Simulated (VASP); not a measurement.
# Ge (Imma) in VASP: further runs

The runs below take Ge through single point, with PBE.

Everything below comes from runs of VASP 6.6.1. Logs are shortened: lines on timing, memory, paths and dates and some standing lists are left out, and cuts for length are marked.

## (1) The cell of the first run

It takes space group Imma (No. 74, orthorhombic). The conventional cell has a = 3.962 Å, b = 4.166 Å, c = 5.603 Å, α = 90.00°, β = 90.00°, γ = 90.00°. Within 3.2 Å of Ge (site symmetry mm2) lie 4 Ge at 2.43 to 2.51 Å.

## (2) Single point, PBE

Contents of INCAR:

```
  PREC = Accurate
  ENCUT = 500
  EDIFF = 1E-6
  ISMEAR = 0
  SIGMA = 0.1
  LREAL = F
  LASPH = T
  NELM = 120
  ALGO = Normal
  ISIF = 2
  LWAVE = F
  LCHARG = T
  GGA = PE
  LELF = T
  LVHAR = T
  NBANDS = 36
  GGA_COMPAT = F
```

Contents of KPOINTS:

```
Automatic mesh
0
Gamma
  4 4 4
```

Contents of POSCAR:

```
Ge
1.0
    3.9616373971      0.0000000000      0.0000000000
    0.0000000000      5.6026013601      0.0000000000
    0.0000000000      0.0000000000      4.1662427702
Ge
4
Direct
    0.0000000000      0.0000000000      0.0000000000
    0.5000000000      0.2500000000      0.0000000000
    0.5000000000      0.5000000000      0.5000042000
    0.0000000000      0.7500000000      0.5000042000
```

Potentials or basis: VASP PAW PBE potentials, release 64 (Ge_d).

Launch:

```console
cat potpaw_PBE.64/Ge_d/POTCAR > POTCAR
mpirun -np 1 vasp_std > vasp.out
```

OUTCAR:

```text
PREC = Accurate
   ENCUT = 500
   EDIFF = 1E-6
   ISMEAR = 0
   LREAL = F
   LASPH = T
   NELM = 120
   ISIF = 2
   GGA = PE

 ion  position               nearest neighbor table
   1  0.000  0.000  0.000-   2 2.43   2 2.43   4 2.51   4 2.51
   2  0.500  0.250  0.000-   1 2.43   1 2.43   3 2.51   3 2.51
   3  0.500  0.500  0.500-   4 2.43   4 2.43   2 2.51   2 2.51
   4  0.000  0.750  0.500-   3 2.43   3 2.43   1 2.51   1 2.51

  LATTYP: Found a simple orthorhombic cell.
 ALAT       =     3.9616373971
 B/A-ratio  =     1.0516466684
 C/A-ratio  =     1.4142135684

  Lattice vectors:

 A1 = (  -3.9616373971,   0.0000000000,   0.0000000000)
 A2 = (   0.0000000000,   0.0000000000,   4.1662427702)
 A3 = (   0.0000000000,   5.6026013601,   0.0000000000)

Analysis of symmetry for initial positions (statically):
=====================================================================
 Subroutine PRICEL returns following result:

  LATTYP: Found a base centered monoclinic cell.
 ALAT       =     6.8617572726
 B/A-ratio  =     0.6071684854
 C/A-ratio  =     0.5773502676
 COS(beta)  =    -0.5773502676

  Lattice vectors:

 A1 = (  -1.9808186986,   2.8013006801,  -2.0831388833)
 A2 = (  -1.9808186986,   2.8013006801,   2.0831038869)
 A3 = (   3.9616373971,  -0.0000000000,   0.0000349964)

   2 primitive cells build up your supercell.

 Routine SETGRP: Setting up the symmetry group for a
 simple orthorhombic supercell.

 Subroutine GETGRP returns: Found  8 space group operations
 (whereof  4 operations were pure point group operations)
 out of a pool of  8 trial point group operations.

The static configuration has the point symmetry C_2v.
 The point group associated with its full space group is D_2h.

Analysis of symmetry for dynamics (positions and initial velocities):
=====================================================================
 Subroutine PRICEL returns following result:

  LATTYP: Found a base centered monoclinic cell.
 ALAT       =     6.8617572726
 B/A-ratio  =     0.6071684854
 C/A-ratio  =     0.5773502676
 COS(beta)  =    -0.5773502676

  Lattice vectors:

 A1 = (  -1.9808186986,   2.8013006801,  -2.0831388833)
 A2 = (  -1.9808186986,   2.8013006801,   2.0831038869)
 A3 = (   3.9616373971,  -0.0000000000,   0.0000349964)

   2 primitive cells build up your supercell.

 Routine SETGRP: Setting up the symmetry group for a
 simple orthorhombic supercell.

 Subroutine GETGRP returns: Found  8 space group operations
 (whereof  4 operations were pure point group operations)
 out of a pool of  8 trial point group operations.

The dynamic configuration has the point symmetry C_2v.
 The point group associated with its full space group is D_2h.

 Subroutine INISYM returns: Found  8 space group operations
 (whereof  4 operations are pure point group operations),
 and found     2 'primitive' translations

----------------------------------------------------------------------------------------

                                     Primitive cell

  volume of cell :      46.2359

  direct lattice vectors                    reciprocal lattice vectors
    -1.980818699  2.801300680 -2.083138883     0.000002120  0.178488516 -0.240024419
    -1.980818699  2.801300680  2.083103887    -0.000002120  0.178488516  0.240024419
     3.961637397 -0.000000000  0.000034996     0.252420881  0.178488516  0.000000000

  length of vectors
     4.013775757  4.013757594  3.961637397     0.299115148  0.299115148  0.309151178

  position of ions in fractional coordinates (direct lattice)
     0.000000000  0.000000000  0.000000000
     0.249995800  0.250004200  0.750000000

  ion indices of the primitive-cell ions
   primitive index   ion index
                 1           1
                 2           4

----------------------------------------------------------------------------------------

 KPOINTS: Automatic mesh

Automatic generation of k-mesh.
 Grid dimensions read from file:
 generate k-points for:    4    4    4

 Generating k-lattice:

  Cartesian coordinates                     Fractional coordinates (reciprocal lattice)
     0.063105220  0.000000000  0.000000000     0.250000000  0.000000000  0.000000000
     0.000000000  0.044622129  0.000000000     0.000000000  0.250000000  0.000000000
     0.000000000  0.000000000  0.060006105     0.000000000  0.000000000  0.250000000

  Length of vectors
     0.063105220  0.044622129  0.060006105

  Shift w.r.t. Gamma in fractional coordinates (k-lattice)
     0.000000000  0.000000000  0.000000000

 Subroutine IBZKPT returns following result:
 ===========================================

 Found     27 irreducible k-points:

 Following reciprocal coordinates:
            Coordinates               Weight
  0.000000  0.000000  0.000000      1.000000
  0.250000  0.000000  0.000000      2.000000
  0.500000  0.000000  0.000000      1.000000
  0.000000  0.250000  0.000000      2.000000
  0.250000  0.250000  0.000000      4.000000
  0.500000  0.250000  0.000000      2.000000
[... 16 lines left out ...]
  0.250000  0.250000  0.500000      4.000000
  0.500000  0.250000  0.500000      2.000000
 [... further k-points ...]
   k-points           NKPTS =     27   k-points in BZ     NKDIM =     27   number of bands    NBANDS=     36
   number of dos      NEDOS =    301   number of ions     NIONS =      4
   total plane-waves  NPLWV =  37800
   dimension x,y,z NGX =    30 NGY =   42 NGZ =   30
   dimension x,y,z NGXF=    60 NGYF=   84 NGZF=   60
   ions per type =               4
   NGX,Y,Z   is equivalent  to a cutoff of  12.59, 12.46, 11.97 a.u.
   NGXF,Y,Z  is equivalent  to a cutoff of  25.18, 24.93, 23.94 a.u.
 SYSTEM =  unknown system
   PREC   = accura    normal or accurate (medium, high low for compatibility)
   ISTART =      0    job   : 0-new  1-cont  2-samecut
   ICHARG =      2    charge: 1-file 2-atom 10-const
   ISPIN  =      1    spin polarized calculation?
   LNONCOLLINEAR =      F non collinear calculations
   LSORBIT =      F    spin-orbit coupling
   LASPH  =      T    aspherical Exc in radial PAW
   ENCUT  =  500.0 eV  36.75 Ry    6.06 a.u.   7.22 10.21  7.60*2*pi/ulx,y,z
   NELM   =    120;   NELMIN=  2; NELMDL= -5     # of ELM steps
   EDIFF  = 0.1E-05   stopping-criterion for ELM
   LREAL  =      F    real-space projection
   EDIFFG = 0.1E-04   stopping-criterion for IOM
   NSW    =      0    number of steps for IOM
   IBRION =     -1    ionic relax: 0-MD 1-quasi-New 2-CG
   NFREE  =      0    steps in history (QN), initial steepest desc. (CG)
   ISIF   =      2    stress and relaxation
   ISYM   =      2    0-nonsym 1-usesym 2-fastsym
   POTIM  = 0.5000    time-step for ionic-motion
   TEBEG  =    0.0;   TEEND  =   0.0 temperature during run
   PSTRESS=    0.0 pullay stress
   NELECT =      56.0000    total number of electrons
   NUPDOWN=      -1.0000    fix difference up-down
   EMIN   =  10.00;   EMAX   =-10.00  energy-range for DOS
   EFERMI =   0.00;   METHOD = LEGACY
   ISMEAR =     0;   SIGMA  =   0.10  broadening in eV -4-tet -1-fermi 0-gaus
   EFERMI_NEDOS =   21; number of points for ismear=-14 and -15
   IALGO  =     38    algorithm
   IMIX   =      4    mixing-type and parameters
     AMIX     =   0.40;   BMIX     =  1.00
     AMIX_MAG =   1.60;   BMIX_MAG =  1.00
  volume/ion in A,a.u.               =      23.12       156.01
  Fermi-wavevector in a.u.,A,eV,Ry     =   1.385058  2.617379 26.101206  1.918385
  Thomas-Fermi vector in A             =   2.509504
   LORBIT       =      0    0 simple, 1 ext, 2 COOP (PROOUT), +10 PAW based schemes
   GGA     = PE    functional components
   LHFCALC =     F    Hartree Fock is set to
   AEXX    =    0.0000 exact exchange contribution
   IVDW    =     0    specifies the selected vdW correction
   LEPSILON=     F    determine dielectric tensor
   LRPA    =     F    only Hartree local field effects (RPA)
 non-spin polarized calculation
 Gauss-broadening in eV      SIGMA  =   0.10
  energy-cutoff  :      500.00
  volume of cell :       92.47
 maximum number of plane-waves:      2377
 NGX is ok and might be reduce to    30
   NGX = 15   NGY = 21   NGZ = 15

 number of electron      56.0000014 magnetization

 Free energy of the ion-electron system (eV)
  ---------------------------------------------------
  ext. energy  EPLUGINS =         0.00000000
  ---------------------------------------------------
  free energy    TOTEN  =       -17.82197296 eV

  energy without entropy =      -17.81853814  energy(sigma->0) =      -17.82025555

 E-fermi :   4.7240     XC(G=0):  -9.8182

 val. band max:        4.6999470032   @ k =   0.5000   0.5000   0.0000
 cond. band min:       4.7343604832   @ k =   0.0000   0.0000   0.0000
 fundamental gap:      0.0344134800
 Fermi energy:         4.7239669550

 k-point     1 :       0.0000    0.0000    0.0000
  band No.  band energies     occupation
      1     -20.0287      2.00000
      2     -20.0053      2.00000
      3     -19.9939      2.00000
      4     -19.9784      2.00000
      5     -19.9560      2.00000
      6     -19.9511      2.00000
[... 28 lines left out ...]
     35      11.2177      0.00000
     36      14.0034      0.00000

 k-point     2 :       0.2500    0.0000    0.0000
  band No.  band energies     occupation
      1     -20.0404      2.00000
      2     -19.9985      2.00000
      3     -19.9958      2.00000
      4     -19.9910      2.00000
      5     -19.9820      2.00000
      6     -19.9282      2.00000
[... 28 lines left out ...]
     35      11.6644      0.00000
     36      11.9643      0.00000

 k-point     3 :       0.5000    0.0000    0.0000
  band No.  band energies     occupation
      1     -20.0237      2.00000
      2     -20.0237      2.00000
      3     -19.9959      2.00000
      4     -19.9959      2.00000
      5     -19.9547      2.00000
      6     -19.9547      2.00000
[... 28 lines left out ...]
     35       9.8239      0.00000
     36       9.8239      0.00000
[... 742 lines left out ...]
 k-point    23 :       0.2500    0.2500    0.5000
  band No.  band energies     occupation
      1     -20.0312      2.00000
      2     -20.0312      2.00000
      3     -20.0081      2.00000
      4     -20.0081      2.00000
      5     -19.9419      2.00000
      6     -19.9419      2.00000
[... 28 lines left out ...]
     35      11.0212      0.00000
     36      11.0212      0.00000

 k-point    24 :       0.5000    0.2500    0.5000
  band No.  band energies     occupation
      1     -20.0203      2.00000
      2     -20.0203      2.00000
      3     -20.0203      2.00000
      4     -20.0203      2.00000
      5     -19.9178      2.00000
      6     -19.9178      2.00000
[... 28 lines left out ...]
     35      12.4595      0.00000
     36      12.4595      0.00000

 [... further k-points ...]

------------------------ aborting loop because EDIFF is reached ----------------------------------------

  FORCE on cell =-STRESS in cart. coord.  units (eV):
  Direction    XX          YY          ZZ          XY          YZ          ZX
  --------------------------------------------------------------------------------------
  -------------------------------------------------------------------------------------
  Total        3.7768502      1.5077165     -0.5279073      0.0000000      0.0000000      0.0000000
  in kB       65.4381968     26.1228910     -9.1465898      0.0000000      0.0000000      0.0000000
  external PRESSURE =      27.4714993 kB  Pullay stress =       0.0000000 kB

 VOLUME and BASIS-vectors are now :
 -----------------------------------------------------------------------------
  energy-cutoff  :      500.00
  volume of cell :       92.47
      direct lattice vectors                 reciprocal lattice vectors
     3.961637397  0.000000000  0.000000000     0.252420881  0.000000000  0.000000000
     0.000000000  5.602601360  0.000000000     0.000000000  0.178488516  0.000000000
     0.000000000  0.000000000  4.166242770     0.000000000  0.000000000  0.240024419

 POSITION                                       TOTAL-FORCE (eV/Angst)
 -----------------------------------------------------------------------------------
      0.00000      0.00000      0.00000         0.000000     -0.473695      0.000000
      1.98082      1.40065      0.00000         0.000000      0.473695      0.000000
      1.98082      2.80130      2.08314        -0.000000     -0.473695     -0.000000
      0.00000      4.20195      2.08314         0.000000      0.473695      0.000000
 -----------------------------------------------------------------------------------
    total drift:                                0.000000     -0.000000     -0.018718

  FREE ENERGIE OF THE ION-ELECTRON SYSTEM (eV)
  ---------------------------------------------------
  free  energy   TOTEN  =       -17.8219729562 eV

  energy  without entropy=      -17.8185381367  energy(sigma->0) =      -17.82025555
```

Run time: 46 s. Hardware: 1 thread of Oxide Virtual Turin-like, shared host; peak memory 0.18 GiB.

What came out:

- Free energy: -17.8220 eV
- Pressure: 2.7 GPa
- Largest force: 0.474 eV/Å
- Band gap on the k mesh: zero (bands 28 and 29 overlap by 0.06 eV)

Forces on the atoms (eV/Å):
```
Ge   0.000 -0.474  0.000
Ge   0.000  0.474  0.000
Ge   0.000 -0.474  0.000
Ge   0.000  0.474  0.000
```

Stress tensor (GPa, compression positive):
```
 6.54  0.00  0.00
 0.00  2.61  0.00
 0.00  0.00 -0.91
```

Levels at points of the mesh, in eV from the Fermi level:
| k point | band 25 | band 26 | band 27 | band 28 | band 29 | band 30 | band 31 | band 32 |
| --- | --- | --- | --- | --- | --- | --- | --- | --- |
| (0.00, 0.00, 0.00) | -2.80 | -0.15 | 0.01 | 0.04 | 0.18 | 0.47 | 1.01 | 2.30 |
| (0.50, 0.00, 0.00) | -3.57 | -3.57 | -1.59 | -1.59 | 1.64 | 1.64 | 4.60 | 4.60 |
| (0.00, 0.50, 0.00) | -2.18 | -2.18 | -1.80 | -1.80 | 0.97 | 0.97 | 2.82 | 2.82 |
| (0.50, 0.50, 0.00) | -1.48 | -1.48 | -1.34 | -1.34 | -0.02 | -0.02 | 3.47 | 3.47 |
| (0.00, 0.00, 0.50) | -3.65 | -3.65 | -1.40 | -1.40 | 2.12 | 2.12 | 5.10 | 5.10 |
| (0.50, 0.00, 0.50) | -2.86 | -2.86 | -2.86 | -2.86 | 0.92 | 0.92 | 0.92 | 0.92 |
| (0.00, 0.50, 0.50) | -1.31 | -1.31 | -1.04 | -1.04 | 0.39 | 0.39 | 3.74 | 3.74 |
| (0.50, 0.50, 0.50) | -3.73 | -3.73 | -3.73 | -3.73 | 4.50 | 4.50 | 4.50 | 4.50 |

Caveat: the k points lie up to 0.40 Å⁻¹ apart; semilocal functionals underestimate gaps, and a narrow one can read as zero.

## (3) Single point, PBE

This run uses another cell than the first one, of 22.93 Å³/atom.

Contents of INCAR:

```
SYSTEM = Ge
PREC = Accurate
ENCUT = 500
EDIFF = 1E-6
ISMEAR = 0
SIGMA = 0.1
LREAL = .False.
LASPH = .True.
NELM = 120
ALGO = Normal
ISIF = 2
LWAVE = .False.
LCHARG = .False.
GGA = PE
NBANDS = 36
GGA_COMPAT = .False.
```

Contents of KPOINTS:

```
regular mesh
0
Gamma
  10 8 10
  0 0 0
```

Contents of POSCAR:

```
Ge
1.0
    3.9616373971      0.0000000000      0.0000000000
    0.0000000000      5.6026013601      0.0000000000
    0.0000000000      0.0000000000      4.1322779880
Ge
4
Direct
    0.0000000000     -0.0031431723      0.0000000000
    0.5000000000      0.2531431723      0.0000000000
    0.5000000000      0.4968568277      0.5000000000
    0.0000000000      0.7531431723      0.5000000000
```

Potentials or basis: VASP PAW PBE potentials, release 64 (Ge_d).

Launch:

```console
cat potpaw_PBE.64/Ge_d/POTCAR > POTCAR
mpirun -np 1 vasp_std > vasp.out
```

Wall time 6.6 min (1 thread of Oxide Virtual Turin-like, shared host); peak memory 0.43 GiB.

The run converged. Its results:

- Free energy: -18.0062 eV
- Pressure: 2.6 GPa
- Band gap on the k mesh: zero (bands 28 and 29 overlap by 0.19 eV)

Forces in eV/Å, atoms in the order of the input:
```
Ge   0.000  0.003  0.000
Ge   0.000 -0.003  0.000
Ge   0.000  0.003  0.000
Ge   0.000 -0.003  0.000
```

Stress tensor (GPa, compression positive):
```
 4.53  0.00  0.00
 0.00  3.48  0.00
 0.00  0.00 -0.14
```

Levels at points of the mesh, in eV from the Fermi level:
| k point | band 25 | band 26 | band 27 | band 28 | band 29 | band 30 | band 31 | band 32 |
| --- | --- | --- | --- | --- | --- | --- | --- | --- |
| (0.00, 0.00, 0.00) | -2.85 | -0.21 | -0.13 | 0.11 | 0.15 | 0.35 | 1.02 | 2.42 |
| (0.50, 0.00, 0.00) | -3.69 | -3.69 | -1.73 | -1.73 | 1.56 | 1.56 | 4.71 | 4.71 |
| (0.00, 0.50, 0.00) | -2.29 | -2.29 | -1.82 | -1.82 | 0.90 | 0.90 | 2.79 | 2.79 |
| (0.50, 0.50, 0.00) | -1.62 | -1.62 | -1.33 | -1.33 | -0.08 | -0.08 | 3.56 | 3.56 |
| (0.00, 0.00, 0.50) | -3.74 | -3.74 | -1.38 | -1.38 | 2.15 | 2.15 | 4.90 | 4.90 |
| (0.50, 0.00, 0.50) | -2.96 | -2.96 | -2.96 | -2.96 | 0.84 | 0.84 | 0.84 | 0.84 |
| (0.00, 0.50, 0.50) | -1.27 | -1.27 | -1.23 | -1.23 | 0.38 | 0.38 | 3.84 | 3.84 |
| (0.50, 0.50, 0.50) | -3.82 | -3.82 | -3.82 | -3.82 | 4.46 | 4.46 | 4.46 | 4.46 |

Caveat: semilocal functionals underestimate gaps, and a narrow one can read as zero.

## (4) Single point, PBE

This run uses another cell than the first one, of 22.93 Å³/atom.

Contents of INCAR:

```
  PREC = Accurate
  ENCUT = 500
  EDIFF = 1E-6
  ISMEAR = 0
  SIGMA = 0.1
  LREAL = False
  LASPH = True
  NELM = 120
  ALGO = Normal
  ISIF = 2
  LWAVE = False
  LCHARG = False
  GGA = PE
  NBANDS = 36
  GGA_COMPAT = False
```

Contents of KPOINTS:

```
Automatic mesh
0
Gamma
  10 8 10
```

POSCAR is that of step 3.

Launch:

```console
cat potpaw_PBE.64/Ge_d/POTCAR > POTCAR
mpirun -np 1 vasp_std > vasp.out
```

Run time: 6.4 min. Hardware: 1 thread of Oxide Virtual Turin-like, shared host; peak memory 0.44 GiB.

Results (log left out):

* Free energy: -18.0062 eV
* Pressure: 2.6 GPa
* Band gap on the k mesh: zero (bands 28 and 29 overlap by 0.19 eV)

Forces in eV/Å, atoms in the order of the input:
```
Ge   0.000  0.003  0.000
Ge   0.000 -0.003  0.000
Ge   0.000  0.003  0.000
Ge   0.000 -0.003  0.000
```

Stress tensor (GPa, compression positive):
```
 4.53  0.00  0.00
 0.00  3.48  0.00
 0.00  0.00 -0.14
```

Levels at points of the mesh, in eV from the Fermi level:
| k point | band 25 | band 26 | band 27 | band 28 | band 29 | band 30 | band 31 | band 32 |
| --- | --- | --- | --- | --- | --- | --- | --- | --- |
| (0.00, 0.00, 0.00) | -2.85 | -0.21 | -0.13 | 0.11 | 0.15 | 0.35 | 1.02 | 2.42 |
| (0.50, 0.00, 0.00) | -3.69 | -3.69 | -1.73 | -1.73 | 1.56 | 1.56 | 4.71 | 4.71 |
| (0.00, 0.50, 0.00) | -2.29 | -2.29 | -1.82 | -1.82 | 0.90 | 0.90 | 2.79 | 2.79 |
| (0.50, 0.50, 0.00) | -1.62 | -1.62 | -1.33 | -1.33 | -0.08 | -0.08 | 3.56 | 3.56 |
| (0.00, 0.00, 0.50) | -3.74 | -3.74 | -1.38 | -1.38 | 2.15 | 2.15 | 4.90 | 4.90 |
| (0.50, 0.00, 0.50) | -2.96 | -2.96 | -2.96 | -2.96 | 0.84 | 0.84 | 0.84 | 0.84 |
| (0.00, 0.50, 0.50) | -1.27 | -1.27 | -1.23 | -1.23 | 0.38 | 0.38 | 3.84 | 3.84 |
| (0.50, 0.50, 0.50) | -3.82 | -3.82 | -3.82 | -3.82 | 4.46 | 4.46 | 4.46 | 4.46 |

Caveat: semilocal functionals underestimate gaps, and a narrow one can read as zero.

The gap in the log of VASP goes by the Fermi energy; the results here count the filled bands.